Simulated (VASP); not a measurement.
Here is a VASP 6.6.1 calculation.

INCAR

```
SYSTEM = Ni
PREC = Accurate ; ENCUT = 520
EDIFF = 1E-6 ; ISMEAR = 0
SIGMA = 0.05 ; LREAL = .False.
LASPH = .True. ; NELM = 80
ALGO = Normal ; ISIF = 2
LWAVE = .False. ; LCHARG = .False.
GGA = PE ; NBANDS = 17
```

Contents of KPOINTS:

```
regular mesh
0
Gamma
  20 20 10
  0 0 0
```

The input POSCAR:

```
Ni
1.0
    2.4835117988      0.0000000000      0.0000000000
   -1.2417558994      2.1507843084      0.0000000000
    0.0000000000      0.0000000000      4.0896851390
Ni
2
Direct
    0.3333333333      0.6666666667      0.7500000000
    0.6666666667      0.3333333333      0.2500000000
```

Potentials or basis: VASP PAW PBE potentials, release 64 (Ni).

The run is started by

```bash
$ cat potpaw_PBE.64/Ni/POTCAR > POTCAR
$ mpirun -np 1 vasp_std > vasp.out
```

(1) Predict the band gap on the k mesh.

(2) Estimate the pressure.

Answers

(1) zero (band 10 reaches 9.25 eV, above the bottom of band 11 at 8.72 eV).

(2) -1.1 GPa.

Caveat: the run has no spin polarisation, though such a crystal can be magnetic.
